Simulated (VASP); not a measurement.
A run of VASP 6.6.1 is set up as follows.

The input INCAR:

```
PREC = Accurate
ENCUT = 520
EDIFF = 1E-8
ISMEAR = -1
SIGMA = 0.08
LREAL = False
LASPH = True
NELM = 80
ALGO = Normal
ISIF = 2
LWAVE = False
LCHARG = False
GGA = PS
NBANDS = 14
IBRION = 8
NSW = 1
```

The input KPOINTS:

```
Automatic mesh
0
Gamma
  10 10 10
```

File POSCAR:

```
MgAu
1.0
    3.2572079762      0.0000000000      0.0000000000
    0.0000000000      3.2572079762      0.0000000000
    0.0000000000      0.0000000000      3.2572079762
Mg Au
1 1
Direct
    0.5000000000      0.5000000000      0.5000000000
    0.0000000000      0.0000000000      0.0000000000
```

Potentials or basis: VASP PAW PBE potentials, release 64 (Mg, Au).

Command:

```console
$ cat potpaw_PBE.64/Mg/POTCAR potpaw_PBE.64/Au/POTCAR > POTCAR
$ mpirun -np 1 vasp_std > vasp.out
```

(1) What does it give for the highest phonon frequency at Γ, LO-TO splitting left out?

Results:

(1) 205 cm⁻¹.
